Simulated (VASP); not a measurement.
Here is a VASP 6.6.1 calculation.

INCAR

```
PREC     = Accurate       # precision mode
ENCUT    = 520            # plane-wave cutoff, eV
EDIFF    = 1E-7           # SCF threshold, eV
ISMEAR   = -1             # smearing method
SIGMA    = 0.02           # smearing width, eV
LREAL    = F              # projectors in reciprocal space
LASPH    = T              # aspherical terms in the spheres
NELM     = 60             # most SCF steps
ALGO     = Normal         # electronic algorithm
ISIF     = 2              # what is computed and relaxed
LWAVE    = F              # write WAVECAR
LCHARG   = F              # write CHGCAR
GGA      = PE             # functional
NBANDS   = 11             # bands
```

The input KPOINTS:

```
regular mesh
0
Gamma
  10 10 10
```

Contents of POSCAR:

```
Si
1.0
    0.0000000000      2.7218511865      2.7218511865
    2.7218511865      0.0000000000      2.7218511865
    2.7218511865      2.7218511865      0.0000000000
Si
2
Direct
    0.7500000000      0.7500000000      0.7500000000
    0.5000000000      0.5000000000      0.5000000000
```

Potentials or basis: VASP PAW PBE potentials, release 64 (Si).

The run is started by

```bash
$ cat potpaw_PBE.64/Si/POTCAR > POTCAR
$ mpirun -np 1 vasp_std > vasp.out
```

Q: Predict the pressure.

A: 1.3 GPa.

Q: What does it give for the band gap on the k mesh?

A: 0.59 eV, indirect (least direct gap 2.56 eV).

A k mesh can miss the band edges. Expect the measured gap to be larger: semilocal functionals such as PBE lack the derivative discontinuity.
